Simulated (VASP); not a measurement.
# CdS (P6_3mc) in VASP: further runs

The runs below take CdS through single point, relaxation of cell and atoms, with PBEsol.

Program: VASP 6.6.1. These are calculated values, not measurements. Logs are shortened: lines on timing, memory, paths and dates and some standing lists are left out, and cuts for length are marked.

## Step 1: The cell of the first run

It takes space group P6_3mc (No. 186, hexagonal). The conventional cell has a = 4.083 Å, b = 4.083 Å, c = 6.642 Å, α = 90.00°, β = 90.00°, γ = 120.00°. Cd (site symmetry 3m) has 4 S at 2.50 Å within 3.3 Å. S (site symmetry 3m) has 4 Cd at 2.50 Å within 3.3 Å.

## Step 2: Single point, PBEsol

The input, INCAR:

```
PREC     = Accurate       # precision mode
ENCUT    = 520            # plane-wave cutoff, eV
EDIFF    = 1E-7           # SCF threshold, eV
ISMEAR   = 0              # smearing method
SIGMA    = 0.01           # smearing width, eV
LREAL    = False          # projectors in reciprocal space
LASPH    = True           # aspherical terms in the spheres
NELM     = 60             # most SCF steps
ALGO     = Normal         # electronic algorithm
ISIF     = 2              # what is computed and relaxed
LWAVE    = False          # write WAVECAR
LCHARG   = False          # write CHGCAR
GGA      = PS             # functional
NBANDS   = 26             # bands
```

The input, KPOINTS:

```
regular mesh
0
Gamma
  6 6 4
```

The input, POSCAR:

```
CdS
1.0
    4.0827891284      0.0000000000      0.0000000000
   -2.0413945642      3.5357991035      0.0000000000
    0.0000000000      0.0000000000      6.6415416228
Cd S
2 2
Direct
    0.3333333333      0.6666666667     -0.0007674498
    0.6666666667      0.3333333333      0.4992325502
    0.3333333333      0.6666666667      0.3757674498
    0.6666666667      0.3333333333      0.8757674498
```

Potentials or basis: VASP PAW PBE potentials, release 64 (Cd, S).

Command:

```sh
$ cat potpaw_PBE.64/Cd/POTCAR potpaw_PBE.64/S/POTCAR > POTCAR
$ mpirun -np 1 vasp_std > vasp.out
```

OUTCAR:

```text
PREC = Accurate
   ENCUT = 520
   EDIFF = 1E-7
   ISMEAR = 0
   LREAL = False
   LASPH = True
   NELM = 60
   ISIF = 2
   GGA = PS

 ion  position               nearest neighbor table
   1  0.333  0.667  0.999-   4 2.50   4 2.50   4 2.50   3 2.50
   2  0.667  0.333  0.499-   3 2.50   3 2.50   3 2.50   4 2.50
   3  0.333  0.667  0.376-   2 2.50   2 2.50   2 2.50   1 2.50
   4  0.667  0.333  0.876-   1 2.50   1 2.50   1 2.50   2 2.50

  LATTYP: Found a hexagonal cell.
 ALAT       =     4.0827891284
 C/A-ratio  =     1.6267167894

  Lattice vectors:

 A1 = (   4.0827891284,   0.0000000000,   0.0000000000)
 A2 = (  -2.0413945642,   3.5357991035,   0.0000000000)
 A3 = (   0.0000000000,   0.0000000000,   6.6415416228)

Analysis of symmetry for initial positions (statically):
=====================================================================
 Subroutine PRICEL returns:
 Original cell was already a primitive cell.

 Routine SETGRP: Setting up the symmetry group for a
 hexagonal supercell.

 Subroutine GETGRP returns: Found 12 space group operations
 (whereof  6 operations were pure point group operations)
 out of a pool of 24 trial point group operations.

The static configuration has the point symmetry C_3v.
 The point group associated with its full space group is C_6v.

Analysis of symmetry for dynamics (positions and initial velocities):
=====================================================================
 Subroutine PRICEL returns:
 Original cell was already a primitive cell.

 Routine SETGRP: Setting up the symmetry group for a
 hexagonal supercell.

 Subroutine GETGRP returns: Found 12 space group operations
 (whereof  6 operations were pure point group operations)
 out of a pool of 24 trial point group operations.

The dynamic configuration has the point symmetry C_3v.
 The point group associated with its full space group is C_6v.

 Subroutine INISYM returns: Found 12 space group operations
 (whereof  6 operations are pure point group operations),
 and found     1 'primitive' translations

----------------------------------------------------------------------------------------

                                     Primitive cell

  volume of cell :      95.8768

  direct lattice vectors                    reciprocal lattice vectors
     4.082789128  0.000000000  0.000000000     0.244930602  0.141410749  0.000000000
    -2.041394564  3.535799104  0.000000000     0.000000000  0.282821498  0.000000000
     0.000000000  0.000000000  6.641541623     0.000000000  0.000000000  0.150567452

  length of vectors
     4.082789128  4.082789128  6.641541623     0.282821498  0.282821498  0.150567452

  position of ions in fractional coordinates (direct lattice)
     0.333333333  0.666666667  0.999232550
     0.666666667  0.333333333  0.499232550
     0.333333333  0.666666667  0.375767450
     0.666666667  0.333333333  0.875767450

  ion indices of the primitive-cell ions
   primitive index   ion index
                 1           1
                 2           2
                 3           3
                 4           4

----------------------------------------------------------------------------------------

 KPOINTS: regular mesh

Automatic generation of k-mesh.
 Grid dimensions read from file:
 generate k-points for:    6    6    4

 Generating k-lattice:

  Cartesian coordinates                     Fractional coordinates (reciprocal lattice)
     0.040821767  0.023568458  0.000000000     0.166666667 -0.000000000  0.000000000
     0.000000000  0.047136916  0.000000000     0.000000000  0.166666667  0.000000000
     0.000000000  0.000000000  0.037641863     0.000000000  0.000000000  0.250000000

  Length of vectors
     0.047136916  0.047136916  0.037641863

  Shift w.r.t. Gamma in fractional coordinates (k-lattice)
     0.000000000  0.000000000  0.000000000

 Subroutine IBZKPT returns following result:
 ===========================================

 Found     21 irreducible k-points:

 Following reciprocal coordinates:
            Coordinates               Weight
  0.000000  0.000000  0.000000      1.000000
  0.166667 -0.000000  0.000000      6.000000
  0.333333  0.000000  0.000000      6.000000
  0.500000  0.000000  0.000000      3.000000
  0.166667  0.166667  0.000000      6.000000
  0.333333  0.166667  0.000000     12.000000
[... 13 lines left out ...]
  0.333333  0.166667  0.500000     12.000000
  0.333333  0.333333  0.500000      2.000000
   k-points           NKPTS =     21   k-points in BZ     NKDIM =     21   number of bands    NBANDS=     26
   number of dos      NEDOS =    301   number of ions     NIONS =      4
   total plane-waves  NPLWV =  45000
   dimension x,y,z NGX =    30 NGY =   30 NGZ =   50
   dimension x,y,z NGXF=    60 NGYF=   60 NGZF=  100
   ions per type =               2   2
   NGX,Y,Z   is equivalent  to a cutoff of  12.22, 12.22, 12.52 a.u.
   NGXF,Y,Z  is equivalent  to a cutoff of  24.43, 24.43, 25.03 a.u.
 SYSTEM =  unknown system
[... 33 lines left out ...]
   LORBIT       =      0    0 simple, 1 ext, 2 COOP (PROOUT), +10 PAW based schemes
   GGA     = PS    functional components
   LHFCALC =     F    Hartree Fock is set to
   AEXX    =    0.0000 exact exchange contribution
   IVDW    =     0    specifies the selected vdW correction
   LEPSILON=     F    determine dielectric tensor
   LRPA    =     F    only Hartree local field effects (RPA)
 non-spin polarized calculation
 Gauss-broadening in eV      SIGMA  =   0.01
  energy-cutoff  :      520.00
  volume of cell :       95.88
 maximum number of plane-waves:      2610
   NGX = 15   NGY = 15   NGZ = 25

 number of electron      36.0000021 magnetization

 Free energy of the ion-electron system (eV)
  ---------------------------------------------------
  ext. energy  EPLUGINS =         0.00000000
  ---------------------------------------------------
  free energy    TOTEN  =       -13.60389592 eV

  energy without entropy =      -13.60389592  energy(sigma->0) =      -13.60389592

 E-fermi :   1.5970     XC(G=0):  -9.5326

 val. band max:        1.5142180438   @ k =   0.0000   0.0000   0.0000
 cond. band min:       2.6780587672   @ k =   0.0000   0.0000   0.0000
 fundamental gap:      1.1638407235
 Fermi energy:         1.5969859269

 k-point     1 :       0.0000    0.0000    0.0000
  band No.  band energies     occupation
      1     -11.0949      2.00000
      2     -10.6146      2.00000
      3      -6.3309      2.00000
      4      -6.3228      2.00000
      5      -6.3228      2.00000
      6      -6.2295      2.00000
[... 18 lines left out ...]
     25       9.0368      0.00000
     26       9.2141      0.00000

 k-point     2 :       0.1667   -0.0000    0.0000
  band No.  band energies     occupation
      1     -10.9896      2.00000
      2     -10.5694      2.00000
      3      -6.2970      2.00000
      4      -6.2809      2.00000
      5      -6.2504      2.00000
      6      -6.1777      2.00000
[... 18 lines left out ...]
     25       9.0030      0.00000
     26       9.6454      0.00000

 k-point     3 :       0.3333    0.0000    0.0000
  band No.  band energies     occupation
      1     -10.7614      2.00000
      2     -10.4939      2.00000
      3      -6.2381      2.00000
      4      -6.2170      2.00000
      5      -6.0889      2.00000
      6      -6.0455      2.00000
[... 18 lines left out ...]
     25       9.7388      0.00000
     26      10.3988      0.00000

 k-point     4 :       0.5000    0.0000    0.0000
  band No.  band energies     occupation
      1     -10.6265      2.00000
      2     -10.4764      2.00000
      3      -6.2228      2.00000
      4      -6.1978      2.00000
      5      -5.9951      2.00000
      6      -5.9868      2.00000
[... 18 lines left out ...]
     25       9.8143      0.00000
     26      11.7356      0.00000
[... 409 lines left out ...]
      1     -10.6560      2.00000
      2     -10.6560      2.00000
      3      -6.1864      2.00000
      4      -6.1864      2.00000
      5      -6.1565      2.00000
      6      -6.1565      2.00000
[... 18 lines left out ...]
     25       9.4559      0.00000
     26       9.4559      0.00000

 k-point    20 :       0.3333    0.1667    0.5000
  band No.  band energies     occupation
      1     -10.5402      2.00000
      2     -10.5402      2.00000
      3      -6.1595      2.00000
      4      -6.1595      2.00000
      5      -6.0992      2.00000
      6      -6.0992      2.00000
[... 18 lines left out ...]
     25       9.9476      0.00000
     26       9.9476      0.00000

 k-point    21 :       0.3333    0.3333    0.5000
  band No.  band energies     occupation
      1     -10.5030      2.00000
      2     -10.5030      2.00000
      3      -6.1217      2.00000
      4      -6.1217      2.00000
      5      -6.1012      2.00000
      6      -6.1012      2.00000
[... 18 lines left out ...]
     25      10.7452      0.00000
     26      10.7452      0.00000

------------------------ aborting loop because EDIFF is reached ----------------------------------------

  FORCE on cell =-STRESS in cart. coord.  units (eV):
  Direction    XX          YY          ZZ          XY          YZ          ZX
  --------------------------------------------------------------------------------------
  -------------------------------------------------------------------------------------
  Total        1.4657032      1.4657032      1.4721377      0.0000000      0.0000000      0.0000000
  in kB       24.4930679     24.4930679     24.6005933      0.0000000      0.0000000      0.0000000
  external PRESSURE =      24.5289097 kB  Pullay stress =       0.0000000 kB

 VOLUME and BASIS-vectors are now :
 -----------------------------------------------------------------------------
  energy-cutoff  :      520.00
  volume of cell :       95.88
      direct lattice vectors                 reciprocal lattice vectors
     4.082789128  0.000000000  0.000000000     0.244930602  0.141410749  0.000000000
    -2.041394564  3.535799104  0.000000000     0.000000000  0.282821498  0.000000000
     0.000000000  0.000000000  6.641541623     0.000000000  0.000000000  0.150567452

 POSITION                                       TOTAL-FORCE (eV/Angst)
 -----------------------------------------------------------------------------------
     -0.00000      2.35720      6.63644        -0.000000      0.000000      0.002572
      2.04139      1.17860      3.31567         0.000000     -0.000000      0.002572
     -0.00000      2.35720      2.49568        -0.000000      0.000000     -0.002572
      2.04139      1.17860      5.81645         0.000000      0.000000     -0.002572
 -----------------------------------------------------------------------------------
    total drift:                                0.000000      0.000000      0.001143

  FREE ENERGIE OF THE ION-ELECTRON SYSTEM (eV)
  ---------------------------------------------------
  free  energy   TOTEN  =       -13.6038959200 eV

  energy  without entropy=      -13.6038959200  energy(sigma->0) =      -13.60389592
```

Wall time 90 s (1 thread of Intel Xeon 8259CL, shared host); peak memory 0.21 GiB.

What came out:

| Property | Result |
| --- | --- |
| Free energy | -13.6039 eV |
| Pressure | 2.5 GPa |
| Band gap on the k mesh | 1.16 eV |

Forces in eV/Å, atoms in the order of the input:
```
Cd   0.000  0.000  0.003
Cd   0.000  0.000  0.003
S    0.000  0.000 -0.003
S    0.000  0.000 -0.003
```

Caveat: the PAW data sets were made with another functional, which shifts forces and pressure a little.

## Step 3: Single point, PBEsol

This run uses another cell than the first one, of 25.60 Å³/atom.

The input, INCAR:

```
SYSTEM = CdS
PREC = Accurate ; ENCUT = 520
EDIFF = 1E-6 ; ISMEAR = 0
SIGMA = 0.01 ; LREAL = .FALSE.
LASPH = .TRUE. ; NELM = 80
ALGO = Normal ; ISIF = 2
LWAVE = .FALSE. ; LCHARG = .TRUE.
GGA = PS ; LELF = .TRUE.
LVHAR = .TRUE. ; NBANDS = 26
```

The input, KPOINTS:

```
Automatic mesh
0
G
  6 6 4
  0 0 0
```

The input, POSCAR:

```
CdS
1.0
    4.1733437621      0.0000000000      0.0000000000
   -2.0866718810      3.6142217167      0.0000000000
    0.0000000000      0.0000000000      6.7877910479
Cd S
2 2
Direct
    0.3333333333      0.6666666667     -0.0008226320
    0.6666666667      0.3333333333      0.4991773680
    0.3333333333      0.6666666667      0.3758226320
    0.6666666667      0.3333333333      0.8758226320
```

Potentials or basis: VASP PAW PBE potentials, release 64 (Cd, S).

Command:

```sh
$ cat potpaw_PBE.64/Cd/POTCAR potpaw_PBE.64/S/POTCAR > POTCAR
$ mpirun -np 1 vasp_std > vasp.out
```

Run time: 83 s. Hardware: 1 thread of Intel Xeon 8259CL, shared host; peak memory 0.23 GiB.

The run converged. Its results:

```
Free energy            : -13.6161 eV
Pressure               : -1.7 GPa
Band gap on the k mesh : 1.02 eV
```

Levels at points of the mesh, in eV from the valence-band top:
| k point | band 14 | band 15 | band 16 | band 17 | band 18 | band 19 | band 20 | band 21 | band 22 | band 23 |
| --- | --- | --- | --- | --- | --- | --- | --- | --- | --- | --- |
| (0.00, 0.00, 0.00) | -0.73 | -0.73 | -0.04 | 0.00 | 0.00 | 1.02 | 2.63 | 6.38 | 6.38 | 6.69 |
| (0.50, 0.00, 0.00) | -3.47 | -2.57 | -1.81 | -1.26 | -0.73 | 3.56 | 3.76 | 4.99 | 6.21 | 6.94 |
| (0.00, 0.00, 0.50) | -2.45 | -0.38 | -0.38 | -0.38 | -0.38 | 2.68 | 2.68 | 6.03 | 6.03 | 6.73 |
| (0.50, 0.00, 0.50) | -4.06 | -1.30 | -1.30 | -1.29 | -1.29 | 3.34 | 3.34 | 5.25 | 5.25 | 7.70 |

Caveat: the PAW data sets were made with another functional, which shifts forces and pressure a little.

## Step 4: Single point, PBEsol

This run uses another cell than the first one, of 24.70 Å³/atom.

The input, INCAR:

```
PREC = Accurate
ENCUT = 520
EDIFF = 1E-6
ISMEAR = -1
SIGMA = 0.08
LREAL = F
LASPH = T
NELM = 80
ALGO = Normal
ISIF = 2
LWAVE = F
LCHARG = T
GGA = PS
LELF = T
LVHAR = T
NBANDS = 26
```

The input, KPOINTS:

```
regular mesh
0
Gamma
  10 10 6
```

The input, POSCAR:

```
CdS
1.0
    4.1238575649      0.0000000000      0.0000000000
   -2.0619287825      3.5713654128      0.0000000000
    0.0000000000      0.0000000000      6.7096909191
Cd S
2 2
Direct
    0.3333333333      0.6666666667     -0.0007769940
    0.6666666667      0.3333333333      0.4992230060
    0.3333333333      0.6666666667      0.3757769940
    0.6666666667      0.3333333333      0.8757769940
```

Command:

```sh
$ cat potpaw_PBE.64/Cd/POTCAR potpaw_PBE.64/S/POTCAR > POTCAR
$ mpirun -np 1 vasp_std > vasp.out
```

It took 2.9 min on 1 thread of Intel Xeon 8259CL, shared host; peak memory 0.29 GiB.

Results (log left out):

| Quantity | Value |
| --- | --- |
| Free energy | -13.6330 eV |
| Pressure | 0.4 GPa |
| Band gap on the k mesh | 1.10 eV |

Levels at points of the mesh, in eV from the valence-band top:
```csv
k point,band 14,band 15,band 16,band 17,band 18,band 19,band 20,band 21,band 22,band 23
"(0.00, 0.00, 0.00)",-0.78,-0.78,-0.05,0.00,0.00,1.10,2.68,6.38,6.38,6.68
"(0.50, 0.00, 0.00)",-3.62,-2.73,-1.94,-1.35,-0.78,3.64,3.76,4.97,6.34,6.94
"(0.00, 0.00, 0.50)",-2.53,-0.40,-0.40,-0.40,-0.40,2.76,2.76,6.07,6.07,6.73
"(0.50, 0.00, 0.50)",-4.24,-1.39,-1.39,-1.37,-1.37,3.36,3.36,5.27,5.27,7.80
```

Caveat: the PAW data sets were made with another functional, which shifts forces and pressure a little.

## Step 5: Relaxation of cell and atoms, PBEsol, target pressure -2 GPa, at which the enthalpy is minimised

This run uses another cell than the first one, of 24.70 Å³/atom.

The input, INCAR:

```
PREC = Accurate
ENCUT = 600
EDIFF = 1E-7
ISMEAR = 0
SIGMA = 0.01
LREAL = False
LASPH = True
NELM = 60
ALGO = Normal
ISIF = 3
LWAVE = False
LCHARG = False
GGA = PS
IBRION = 2
NSW = 100
EDIFFG = -0.002
PSTRESS = -20.0
```

The input, KPOINTS:

```
Automatic mesh
0
Gamma
  6 6 4
```

Changes to POSCAR since step 4:

```diff
@@ -3,3 +3,3 @@
     4.1238575649      0.0000000000      0.0000000000
-   -2.0619287825      3.5713654128      0.0000000000
+   -2.0619287824      3.5713654128      0.0000000000
     0.0000000000      0.0000000000      6.7096909191
```

Command:

```sh
$ cat potpaw_PBE.64/Cd/POTCAR potpaw_PBE.64/S/POTCAR > POTCAR
$ mpirun -np 1 vasp_std > vasp.out
```

It took 6.2 min on 1 thread of Intel Xeon 8259CL, shared host; peak memory 0.29 GiB.

Results (log left out):

```
Free energy                                                : -13.6081 eV
Relaxed volume                                             : 25.75 Å³/atom
Relaxed cell                                               : a = 4.181 Å, b = 4.181 Å, c = 6.802 Å, α = 90.00°, β = 90.00°, γ = 120.00°
Space group after relaxing (to 0.1 Å)                      : P6_3mc (No. 186)
Energy change on relaxing (the run minimises the enthalpy) : +5.6 meV/atom
Ionic steps                                                : 5
Pressure after relaxing                                    : -2.0 GPa
Band gap on the k mesh                                     : 1.00 eV
```

The path:
```
step  energy change (eV)  largest force (eV/Å)  pressure (GPa)  volume (Å³)
   1              0.0000                0.0023            0.38        98.82
   2              0.0390                0.0035           -2.56       104.16
   3              0.0223                0.0024           -1.99       103.00
   4              0.0234                0.0025           -2.04       103.08
   5              0.0223                0.0015           -1.99       103.00
```

Final structure:
```
Cd S
1.0
     4.18133    0.00000    0.00000
    -2.09066    3.62114    0.00000
     0.00000    0.00000    6.80236
Cd S
2 2
Direct
  0.33333 0.66667 0.99922
  0.66667 0.33333 0.49922
  0.33333 0.66667 0.37578
  0.66667 0.33333 0.87578
```

Levels at points of the mesh, in eV from the valence-band top:
| k point | band 16 | band 17 | band 18 | band 19 | band 20 | band 21 |
| --- | --- | --- | --- | --- | --- | --- |
| (0.00, 0.00, 0.00) | -0.04 | 0.00 | 0.00 | 1.00 | 2.63 | 6.38 |
| (0.50, 0.00, 0.00) | -1.79 | -1.24 | -0.72 | 3.55 | 3.76 | 4.99 |
| (0.00, 0.00, 0.50) | -0.37 | -0.37 | -0.37 | 2.67 | 2.67 | 6.03 |
| (0.50, 0.00, 0.50) | -1.29 | -1.28 | -1.28 | 3.34 | 3.34 | 5.25 |

Caveat: the cell is relaxed towards a set pressure, so the run minimises the enthalpy, not the energy; the PAW data sets were made with another functional, which shifts forces and pressure a little. Zero-point motion and thermal expansion aren't in these numbers.

## Step 6: Summary

```tsv
task	cell	k mesh	cutoff (eV)	smearing	gap on the mesh (eV)	pressure (GPa)
single point	a = 4.083, b = 4.083, c = 6.642 Å, angles 90.0, 90.0, 120.0°, 4 atoms	6 × 6 × 4	520	gaussian 0.01 eV	1.16	2.5
single point	a = 4.173, b = 4.173, c = 6.788 Å, angles 90.0, 90.0, 120.0°, 4 atoms	6 × 6 × 4	520	gaussian 0.01 eV	1.02	-1.7
single point	a = 4.124, b = 4.124, c = 6.710 Å, angles 90.0, 90.0, 120.0°, 4 atoms	10 × 10 × 6	520	fermi-dirac 0.08 eV	1.10	0.4
relaxation of cell and atoms	relaxed to -2 GPa from a = 4.124, b = 4.124, c = 6.710 Å, angles 90.0, 90.0, 120.0°, 4 atoms	6 × 6 × 4	600	gaussian 0.01 eV	1.00	-2.0
```

Alike in all rows: level PBEsol; potentials or basis VASP PAW PBE potentials, release 64 (Cd, S); no spin polarisation.

Caveats: the PAW data sets were made with another functional, which shifts forces and pressure a little; the cell is relaxed towards a set pressure, so the run minimises the enthalpy, not the energy (at least some runs).

Absolute energies hang on the potentials; compare differences alone.
